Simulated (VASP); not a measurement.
# Rb (Fm-3m) in VASP: further runs

Rb is run at these levels: PBE; tasks: single point, relaxation of cell and atoms.

All numbers are computed with VASP 6.6.1; they aren't measurements. Logs are shortened: lines on timing, memory, paths and dates and some standing lists are left out, and cuts for length are marked.

## Step 1: The cell of the first run

The structure is cubic, space group Fm-3m (No. 225). The conventional cell has a = 7.158 Å, b = 7.158 Å, c = 7.158 Å, α = 90.00°, β = 90.00°, γ = 90.00°.

This isn't the form of Rb at room conditions, which is bcc.

## Step 2: Single point, PBE

Input file INCAR:

```
PREC = Accurate ; ENCUT = 520
EDIFF = 1E-6 ; ISMEAR = -1
SIGMA = 0.08 ; LREAL = F
LASPH = T ; NELM = 60
ALGO = Normal ; ISIF = 2
LWAVE = F ; LCHARG = F
GGA = PE ; NBANDS = 10
```

Input file KPOINTS:

```
Automatic mesh
0
Gamma
  9 9 9
```

Input file POSCAR:

```
Rb
1.0
    0.0000000000      3.5789557335      3.5789557335
    3.5789557335      0.0000000000      3.5789557335
    3.5789557335      3.5789557335      0.0000000000
Rb
1
Direct
    0.0000000000      0.0000000000      0.0000000000
```

Potentials or basis: VASP PAW PBE potentials, release 64 (Rb_sv).

Launch:

```bash
cat potpaw_PBE.64/Rb_sv/POTCAR > POTCAR
mpirun -np 1 vasp_std > vasp.out
```

OUTCAR:

```text
PREC = Accurate
   ENCUT = 520
   EDIFF = 1E-6
   ISMEAR = -1
   LREAL = F
   LASPH = T
   NELM = 60
   ISIF = 2
   GGA = PE

 ion  position               nearest neighbor table
   1  0.000  0.000  0.000-

  LATTYP: Found a face centered cubic cell.
 ALAT       =     7.1579114670

  Lattice vectors:

 A1 = (   0.0000000000,   3.5789557335,   3.5789557335)
 A2 = (   3.5789557335,   0.0000000000,   3.5789557335)
 A3 = (   3.5789557335,   3.5789557335,   0.0000000000)

Analysis of symmetry for initial positions (statically):
=====================================================================
 Subroutine PRICEL returns:
 Original cell was already a primitive cell.

 Routine SETGRP: Setting up the symmetry group for a
 face centered cubic supercell.

 Subroutine GETGRP returns: Found 48 space group operations
 (whereof 48 operations were pure point group operations)
 out of a pool of 48 trial point group operations.

The static configuration has the point symmetry O_h .

Analysis of symmetry for dynamics (positions and initial velocities):
=====================================================================
 Subroutine PRICEL returns:
 Original cell was already a primitive cell.

 Routine SETGRP: Setting up the symmetry group for a
 face centered cubic supercell.

 Subroutine GETGRP returns: Found 48 space group operations
 (whereof 48 operations were pure point group operations)
 out of a pool of 48 trial point group operations.

The dynamic configuration has the point symmetry O_h .

 Subroutine INISYM returns: Found 48 space group operations
 (whereof 48 operations are pure point group operations),
 and found     1 'primitive' translations

----------------------------------------------------------------------------------------

                                     Primitive cell

  volume of cell :      91.6851

  direct lattice vectors                    reciprocal lattice vectors
     0.000000000  3.578955733  3.578955733    -0.139705556  0.139705556  0.139705556
     3.578955733  0.000000000  3.578955733     0.139705556 -0.139705556  0.139705556
     3.578955733  3.578955733  0.000000000     0.139705556  0.139705556 -0.139705556

  length of vectors
     5.061407737  5.061407737  5.061407737     0.241977121  0.241977121  0.241977121

  position of ions in fractional coordinates (direct lattice)
     0.000000000  0.000000000  0.000000000

  ion indices of the primitive-cell ions
   primitive index   ion index
                 1           1

----------------------------------------------------------------------------------------

 KPOINTS: Automatic mesh

Automatic generation of k-mesh.
 Grid dimensions read from file:
 generate k-points for:    9    9    9

 Generating k-lattice:

  Cartesian coordinates                     Fractional coordinates (reciprocal lattice)
    -0.015522840  0.015522840  0.015522840     0.111111111  0.000000000  0.000000000
     0.015522840 -0.015522840  0.015522840     0.000000000  0.111111111  0.000000000
     0.015522840  0.015522840 -0.015522840     0.000000000  0.000000000  0.111111111

  Length of vectors
     0.026886347  0.026886347  0.026886347

  Shift w.r.t. Gamma in fractional coordinates (k-lattice)
     0.000000000  0.000000000  0.000000000

 Subroutine IBZKPT returns following result:
 ===========================================

 Found     35 irreducible k-points:

 Following reciprocal coordinates:
            Coordinates               Weight
  0.000000  0.000000  0.000000      1.000000
  0.111111  0.000000  0.000000      8.000000
  0.222222  0.000000  0.000000      8.000000
  0.333333  0.000000  0.000000      8.000000
  0.444444  0.000000  0.000000      8.000000
  0.111111  0.111111  0.000000      6.000000
[... 16 lines left out ...]
 -0.333333  0.333333  0.000000     12.000000
  0.444444  0.444444  0.000000      6.000000
 [... further k-points ...]
   k-points           NKPTS =     35   k-points in BZ     NKDIM =     35   number of bands    NBANDS=     10
   number of dos      NEDOS =    301   number of ions     NIONS =      1
   total plane-waves  NPLWV =  64000
   dimension x,y,z NGX =    40 NGY =   40 NGZ =   40
   dimension x,y,z NGXF=    80 NGYF=   80 NGZF=   80
   ions per type =               1
   NGX,Y,Z   is equivalent  to a cutoff of  13.14, 13.14, 13.14 a.u.
   NGXF,Y,Z  is equivalent  to a cutoff of  26.28, 26.28, 26.28 a.u.
 SYSTEM =  unknown system
   PREC   = accura    normal or accurate (medium, high low for compatibility)
   ISTART =      0    job   : 0-new  1-cont  2-samecut
   ICHARG =      2    charge: 1-file 2-atom 10-const
   ISPIN  =      1    spin polarized calculation?
   LNONCOLLINEAR =      F non collinear calculations
   LSORBIT =      F    spin-orbit coupling
   LASPH  =      T    aspherical Exc in radial PAW
   ENCUT  =  520.0 eV  38.22 Ry    6.18 a.u.   9.41  9.41  9.41*2*pi/ulx,y,z
   NELM   =     60;   NELMIN=  2; NELMDL= -5     # of ELM steps
   EDIFF  = 0.1E-05   stopping-criterion for ELM
   LREAL  =      F    real-space projection
   EDIFFG = 0.1E-04   stopping-criterion for IOM
   NSW    =      0    number of steps for IOM
   IBRION =     -1    ionic relax: 0-MD 1-quasi-New 2-CG
   NFREE  =      0    steps in history (QN), initial steepest desc. (CG)
   ISIF   =      2    stress and relaxation
   ISYM   =      2    0-nonsym 1-usesym 2-fastsym
   POTIM  = 0.5000    time-step for ionic-motion
   TEBEG  =    0.0;   TEEND  =   0.0 temperature during run
   PSTRESS=    0.0 pullay stress
   NELECT =       9.0000    total number of electrons
   NUPDOWN=      -1.0000    fix difference up-down
   EMIN   =  10.00;   EMAX   =-10.00  energy-range for DOS
   EFERMI =   0.00;   METHOD = LEGACY
   ISMEAR =    -1;   SIGMA  =   0.08  broadening in eV -4-tet -1-fermi 0-gaus
   EFERMI_NEDOS =   21; number of points for ismear=-14 and -15
   IALGO  =     38    algorithm
   IMIX   =      4    mixing-type and parameters
     AMIX     =   0.40;   BMIX     =  1.00
     AMIX_MAG =   1.60;   BMIX_MAG =  1.00
  volume/ion in A,a.u.               =      91.69       618.72
  Fermi-wavevector in a.u.,A,eV,Ry     =   0.755190  1.427101  7.759557  0.570311
  Thomas-Fermi vector in A             =   1.853028
   LORBIT       =      0    0 simple, 1 ext, 2 COOP (PROOUT), +10 PAW based schemes
   GGA     = PE    functional components
   LHFCALC =     F    Hartree Fock is set to
   AEXX    =    0.0000 exact exchange contribution
   IVDW    =     0    specifies the selected vdW correction
   LEPSILON=     F    determine dielectric tensor
   LRPA    =     F    only Hartree local field effects (RPA)
 non-spin polarized calculation
  energy-cutoff  :      520.00
  volume of cell :       91.69
 maximum number of plane-waves:      2499
 NGX is ok and might be reduce to    40
   NGX = 19   NGY = 19   NGZ = 19

 number of electron       9.0000000 magnetization

 Free energy of the ion-electron system (eV)
  ---------------------------------------------------
  ext. energy  EPLUGINS =         0.00000000
  ---------------------------------------------------
  free energy    TOTEN  =        -0.94677862 eV

  energy without entropy =       -0.92784730  energy(sigma->0) =       -0.93731296

 E-fermi :   0.0196     XC(G=0):  -5.4475

 val. band max:       -0.1018690455   @ k =   0.4444   0.0000   0.0000
 cond. band min:       0.0474480274   @ k =   0.4444   0.3333   0.0000
 fundamental gap:      0.1493170729
 Fermi energy:         0.0196028961

 k-point     1 :       0.0000    0.0000    0.0000
  band No.  band energies     occupation
      1     -28.9065      2.00000
      2     -12.9506      2.00000
      3     -12.9506      2.00000
      4     -12.9506      2.00000
      5      -1.9676      2.00000
      6       3.5819      0.00000
      7       3.5819      0.00000
      8       3.5819      0.00000
      9       4.9087      0.00000
     10       4.9087      0.00000

 k-point     2 :       0.1111    0.0000    0.0000
  band No.  band energies     occupation
      1     -28.9060      2.00000
      2     -12.9615      2.00000
      3     -12.9521      2.00000
      4     -12.9521      2.00000
      5      -1.8311      2.00000
      6       3.2139      0.00000
      7       3.6375      0.00000
      8       3.6375      0.00000
      9       4.7598      0.00000
     10       4.7598      0.00000

 k-point     3 :       0.2222    0.0000    0.0000
  band No.  band energies     occupation
      1     -28.9050      2.00000
      2     -12.9890      2.00000
      3     -12.9558      2.00000
      4     -12.9558      2.00000
      5      -1.4362      2.00000
      6       2.4906      0.00000
      7       3.6688      0.00000
      8       3.6688      0.00000
      9       4.6864      0.00000
     10       4.6864      0.00000

 k-point     4 :       0.3333    0.0000    0.0000
  band No.  band energies     occupation
      1     -28.9037      2.00000
      2     -13.0198      2.00000
      3     -12.9601      2.00000
      4     -12.9601      2.00000
      5      -0.8280      1.99995
      6       1.6896      0.00000
      7       3.5219      0.00000
      8       3.5219      0.00000
      9       5.0671      0.00000
     10       5.0673      0.00000
[... 222 lines left out ...]
 k-point    22 :      -0.4444    0.3333    0.0000
  band No.  band energies     occupation
      1     -28.9018      2.00000
      2     -13.0256      2.00000
      3     -12.9971      2.00000
      4     -12.9778      2.00000
      5       0.6970      0.00042
      6       1.3738      0.00000
      7       1.7651      0.00000
      8       3.7535      0.00000
      9       3.9920      0.00000
     10       5.8502      0.00000

 k-point    23 :      -0.3333    0.3333    0.0000
  band No.  band energies     occupation
      1     -28.9019      2.00000
      2     -13.0124      2.00000
      3     -13.0119      2.00000
      4     -12.9727      2.00000
      5       0.7381      0.00025
      6       1.4149      0.00000
      7       1.5547      0.00000
      8       3.8399      0.00000
      9       3.9882      0.00000
     10       5.3114      0.00000

 k-point    24 :       0.4444    0.4444    0.0000
  band No.  band energies     occupation
      1     -28.9018      2.00000
      2     -13.0345      2.00000
      3     -12.9831      2.00000
      4     -12.9831      2.00000
      5       0.3959      0.01796
      6       1.5966      0.00000
      7       1.8516      0.00000
      8       4.3887      0.00000
      9       4.3887      0.00000
     10       4.9953      0.00000

 [... further k-points ...]

------------------------ aborting loop because EDIFF is reached ----------------------------------------

  FORCE on cell =-STRESS in cart. coord.  units (eV):
  Direction    XX          YY          ZZ          XY          YZ          ZX
  --------------------------------------------------------------------------------------
  -------------------------------------------------------------------------------------
  Total       -0.0043276     -0.0043276     -0.0043276     -0.0000000      0.0000000      0.0000000
  in kB       -0.0756232     -0.0756232     -0.0756232     -0.0000000      0.0000000      0.0000000
  external PRESSURE =      -0.0756232 kB  Pullay stress =       0.0000000 kB

 VOLUME and BASIS-vectors are now :
 -----------------------------------------------------------------------------
  energy-cutoff  :      520.00
  volume of cell :       91.69
      direct lattice vectors                 reciprocal lattice vectors
     0.000000000  3.578955733  3.578955733    -0.139705556  0.139705556  0.139705556
     3.578955733  0.000000000  3.578955733     0.139705556 -0.139705556  0.139705556
     3.578955733  3.578955733  0.000000000     0.139705556  0.139705556 -0.139705556

 POSITION                                       TOTAL-FORCE (eV/Angst)
 -----------------------------------------------------------------------------------
      0.00000      0.00000      0.00000        -0.000000     -0.000000     -0.000000
 -----------------------------------------------------------------------------------
    total drift:                               -0.000000     -0.000000     -0.000000

  FREE ENERGIE OF THE ION-ELECTRON SYSTEM (eV)
  ---------------------------------------------------
  free  energy   TOTEN  =        -0.9467786189 eV

  energy  without entropy=       -0.9278473049  energy(sigma->0) =       -0.93731296
```

Run time: 11 s. Hardware: 1 thread of Intel Xeon 6975P-C (Granite Rapids), shared host; peak memory 0.23 GiB.

Results:

```
Free energy            : -0.9468 eV
Pressure               : 0.0 GPa
Band gap on the k mesh : zero (an odd number of electrons rules out a gap without spin polarisation)
```

Levels at points of the mesh, in eV from the Fermi level:
| k point | band 2 | band 3 | band 4 | band 5 | band 6 | band 7 | band 8 | band 9 |
| --- | --- | --- | --- | --- | --- | --- | --- | --- |
| (0.00, 0.00, 0.00) | -12.97 | -12.97 | -12.97 | -1.99 | 3.56 | 3.56 | 3.56 | 4.89 |

## Step 3: Relaxation of cell and atoms, PBE, target pressure -0.009 GPa, at which the enthalpy is minimised

Input file INCAR:

```
ALGO = Normal
EDIFF = 1E-6
EDIFFG = -0.005
ENCUT = 600
GGA = PE
IBRION = 2
ISIF = 3
ISMEAR = -1
LASPH = True
LCHARG = False
LREAL = False
LWAVE = False
NELM = 100
NSW = 60
PREC = Accurate
PSTRESS = -0.09
SIGMA = 0.08
```

Input file KPOINTS:

```
k-points
0
Gamma
  9 9 9
```

POSCAR is that of step 2.

Potentials or basis: VASP PAW PBE potentials, release 64 (Rb_sv).

Launch:

```bash
cat potpaw_PBE.64/Rb_sv/POTCAR > POTCAR
mpirun -np 1 vasp_std > vasp.out
```

Run time: 10 s. Hardware: 1 thread of Intel Xeon 6975P-C (Granite Rapids), shared host; peak memory 0.24 GiB.

The run converged. Its results:

```
Free energy             : -0.9467 eV
Pressure after relaxing : 0.0 GPa
Band gap on the k mesh  : zero (an odd number of electrons rules out a gap without spin polarisation)
```

Final structure:
```cif
data_structure
_symmetry_space_group_name_H-M 'P 1'
_symmetry_Int_Tables_number 1
_cell_length_a 5.0614
_cell_length_b 5.0614
_cell_length_c 5.0614
_cell_angle_alpha 60.000
_cell_angle_beta 60.000
_cell_angle_gamma 60.000
_cell_volume 91.69
loop_
_atom_site_label
_atom_site_type_symbol
_atom_site_fract_x
_atom_site_fract_y
_atom_site_fract_z
_atom_site_occupancy
Rb1 Rb 0.00000 0.00000 0.00000 1
```

Levels at points of the mesh, in eV from the Fermi level:
```csv
k point,band 3,band 4,band 5,band 6,band 7,band 8
"(0.00, 0.00, 0.00)",-12.97,-12.97,-1.99,3.56,3.56,3.56
```

Caveat: the cell is relaxed towards a set pressure, so the run minimises the enthalpy, not the energy.

The gap in the log of VASP goes by the Fermi energy; the results here count the filled bands.